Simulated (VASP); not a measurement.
A run of VASP 6.6.1 is set up as follows.

INCAR

```
PREC     = Accurate       # precision mode
ENCUT    = 500            # plane-wave cutoff, eV
EDIFF    = 1E-6           # SCF threshold, eV
ISMEAR   = 0              # smearing method
SIGMA    = 0.2            # smearing width, eV
LREAL    = F              # projectors in reciprocal space
LASPH    = T              # aspherical terms in the spheres
NELM     = 120            # most SCF steps
ALGO     = Normal         # electronic algorithm
ISIF     = 2              # what is computed and relaxed
LWAVE    = F              # write WAVECAR
LCHARG   = F              # write CHGCAR
GGA      = PE             # functional
NBANDS   = 31             # bands
GGA_COMPAT= F
```

The input KPOINTS:

```
regular mesh
0
Gamma
  4 4 3
```

POSCAR

```
Si2Sn
1.0
    5.3210338326     -0.0000000028      0.0000000000
   -2.6605169139      4.6081504748      0.0000000000
    0.0000000000      0.0000000000      5.0438924827
Si Sn
4 2
Direct
    0.2666588438      0.2666588438      0.0000000000
    0.0000000000      0.7333411562      0.0000000000
    0.7333411562      0.0000000000      0.0000000000
    0.0000000000      0.0000000000      0.5000000000
    0.6666666667      0.3333333333      0.5000000000
    0.3333333333      0.6666666667      0.5000000000
```

Potentials or basis: VASP PAW PBE potentials, release 64 (Si, Sn_d).

The run is started by

```sh
$ cat potpaw_PBE.64/Si/POTCAR potpaw_PBE.64/Sn_d/POTCAR > POTCAR
$ mpirun -np 1 vasp_std > vasp.out
```

Q: Predict the band gap on the k mesh.

A: Zero (bands 22 and 23 overlap by 1.78 eV).

Q: Estimate the pressure.

A: -0.3 GPa.

Q: Estimate the largest force.

A: 0.052 eV/Å.

Stress tensor (GPa, compression positive):
```
-0.23  0.00  0.00
 0.00 -0.23  0.00
 0.00  0.00 -0.41
```

Caveat: the k points lie up to 0.42 Å⁻¹ apart, too coarse for converged energies and pressures of a metal; spin-orbit coupling is left out, which moves the levels of the heavy elements.
